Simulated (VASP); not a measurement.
A run of VASP 6.6.1 is set up as follows.

INCAR

```
ALGO = Normal ; EDIFF = 1E-6
ENCUT = 500 ; GGA = CA
GGA_COMPAT = F ; ISIF = 2
ISMEAR = 0 ; LASPH = T
LCHARG = F ; LREAL = F
LWAVE = F ; NBANDS = 17
NELM = 120 ; PREC = Accurate
SIGMA = 0.01
```

File KPOINTS:

```
k-points
0
Gamma
  6 6 6
```

The input POSCAR:

```
TePb
1.0
    3.2547304084      3.2547304084      0.0000000000
   -3.2547304084      3.2547304084      0.0000000000
    0.0000000000      3.2547304084      3.1861928106
Te Pb
1 1
Direct
    0.5000000000      0.5000000000      0.0000000000
    0.0000000000      0.0000000000      0.0000000000
```

Potentials or basis: VASP PAW LDA potentials, release 64 (Te, Pb_d).

Launch:

```bash
$ cat potpaw_LDA.64/Te/POTCAR potpaw_LDA.64/Pb_d/POTCAR > POTCAR
$ mpirun -np 1 vasp_std > vasp.out
```

(1) Predict the band gap on the k mesh.

(2) Predict the pressure.

## Answers

(1) 0.61 eV, direct.

(2) -1.6 GPa.

Caveat: the cell differs from its parent crystal (in-plane strain +0.02, then relaxed in part); spin-orbit coupling is left out, which moves the levels of the heavy elements.
